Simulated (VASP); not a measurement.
Crystal: ScAl3.

```xyz
4
Lattice="4.1053 0.0000 0.0000 0.0000 4.1053 0.0000 0.0000 0.0000 4.1053" Properties=species:S:1:pos:R:3 pbc="T T T"
Sc    0.0000    0.0000    0.0000
Al    2.0527    0.0000    2.0527
Al    0.0000    2.0527    2.0527
Al    2.0527    2.0527    0.0000
```

```yaml
Program: VASP 6.6.1
Task: relaxation of cell and atoms
Functional: PBEsol
Potentials_or_basis: VASP PAW PBE potentials, release 64 (Sc_sv, Al)
Cutoff: 600 eV
k_mesh: 10 × 10 × 10
Occupations: gaussian, width 0.1 eV
Spin: no spin polarisation
```

At the start: pressure -2.1 GPa; volume 17.30 Å³/atom.

**Question.** Where does the relaxation end?

**Answer.** Over 3 steps the energy falls by 2.7 meV/atom and the volume is 16.89 Å³/atom (-2.3 %); space group Pm-3m (No. 221, to 0.1 Å) before and after.

Step by step:
| step | energy change (eV) | largest force (eV/Å) | pressure (GPa) | volume (Å³) |
| --- | --- | --- | --- | --- |
| 1 | 0.0000 | 0.0000 | -2.07 | 69.19 |
| 2 | -0.0091 | 0.0000 | 0.83 | 66.98 |
| 3 | -0.0107 | 0.0000 | 0.00 | 67.57 |

Final structure:
```
CELL_PARAMETERS angstrom
4.07308 0.00000 0.00000
0.00000 4.07308 0.00000
0.00000 0.00000 4.07308
ATOMIC_POSITIONS crystal
Sc 0.00000 0.00000 0.00000
Al 0.50000 0.00000 0.50000
Al 0.00000 0.50000 0.50000
Al 0.50000 0.50000 0.00000
```

Caveat: the PAW data sets were made with another functional, which shifts forces and pressure a little.
